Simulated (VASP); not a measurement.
Input of a VASP 6.6.1 run:

Contents of INCAR:

```
ALGO = Normal
EDIFF = 1E-6
ENCUT = 520
GGA = PE
ISIF = 2
ISMEAR = 0
LASPH = T
LCHARG = F
LREAL = F
LWAVE = F
NBANDS = 16
NELM = 100
PREC = Accurate
SIGMA = 0.028000000000000004
```

File KPOINTS:

```
k-points
0
Gamma
  11 11 6
```

Contents of POSCAR:

```
Ir
1.0
    2.7513778946      0.0000000000      0.0000000000
   -1.3756889473      2.3827631521      0.0000000000
    0.0000000000      0.0000000000      4.4622900000
Ir
2
Direct
    0.3333333333      0.6666666667      0.2500000000
    0.6666666667      0.3333333333      0.7500000000
```

Potentials or basis: VASP PAW PBE potentials, release 64 (Ir).

Command:

```console
$ cat potpaw_PBE.64/Ir/POTCAR > POTCAR
$ mpirun -np 1 vasp_std > vasp.out
```

Question: Estimate the pressure.

Answer: -1.0 GPa.

Question: Predict the band gap on the k mesh.

Answer: Zero (band 9 reaches 10.85 eV, above the bottom of band 10 at 7.78 eV).

Stress tensor (GPa, compression positive):
```
-1.15  0.00  0.00
 0.00 -1.15  0.00
 0.00  0.00 -0.55
```

Caveat: spin-orbit coupling is left out, which moves the levels of the heavy elements.
